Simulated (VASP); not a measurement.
Write the native input for VASP 6.6.1 that does the following.

| Property | Result |
| --- | --- |
| Task | single point |
| Functional | LDA |
| Potentials or basis | VASP PAW LDA potentials, release 64 (Te, Mo_sv) |
| Cutoff | 520 eV |
| k mesh | 12 × 12 × 2 |
| Occupations | gaussian, width 0.05 eV |
| Spin | no spin polarisation |
| Dipole correction | no |
| Further INCAR settings | ALGO = Normal; EDIFF = 1e-07; NBANDS = 20 |

The structure of Te2Mo lies in POSCAR:

```
Te2Mo
1.0
    3.6225426825      0.0000000000      0.0000000000
   -1.8112713413      3.1372139893      0.0000000000
    0.0000000000      0.0000000000     17.5198113284
Te Mo
2 1
Direct
    0.3333333333      0.6666666667      0.8975342416
    0.3333333333      0.6666666667      0.1024657584
    0.0000000000      0.0000000000      0.0000000000
```

This cell differs from its parent crystal: strain +0.0450 x Voigt [1, 1, 0, 0, 0, 0].

The input as run:

INCAR

```
SYSTEM = Te2Mo
PREC     = Accurate       ! precision mode
ENCUT    = 520            ! plane-wave cutoff, eV
EDIFF    = 1E-7           ! SCF threshold, eV
ISMEAR   = 0              ! smearing method
SIGMA    = 0.05           ! smearing width, eV
LREAL    = .FALSE.        ! projectors in reciprocal space
LASPH    = .TRUE.         ! aspherical terms in the spheres
NELM     = 80             ! most SCF steps
ALGO     = Normal         ! electronic algorithm
ISIF     = 2              ! what is computed and relaxed
LWAVE    = .FALSE.        ! write WAVECAR
LCHARG   = .FALSE.        ! write CHGCAR
NBANDS   = 20             ! bands
```

KPOINTS

```
regular mesh
0
G
  12 12 2
  0 0 0
```

Potentials or basis: VASP PAW LDA potentials, release 64 (Te, Mo_sv).

Command:

```sh
$ cat potpaw_LDA.64/Te/POTCAR potpaw_LDA.64/Mo_sv/POTCAR > POTCAR
$ mpirun -np 1 vasp_std > vasp.out
```

It gave:

```
Largest force          : 0.717 eV/Å
Band gap on the k mesh : 0.94 eV
```

Caveat: the cell differs from its parent crystal (strain +0.0450 x Voigt [1, 1, 0, 0, 0, 0]); there is no dipole correction, which matters where the two faces differ; spin-orbit coupling is left out, which moves the levels of the heavy elements.

It took 6 min on 1 thread of Intel Xeon 8259CL (shared host), peak memory 0.35 GiB.
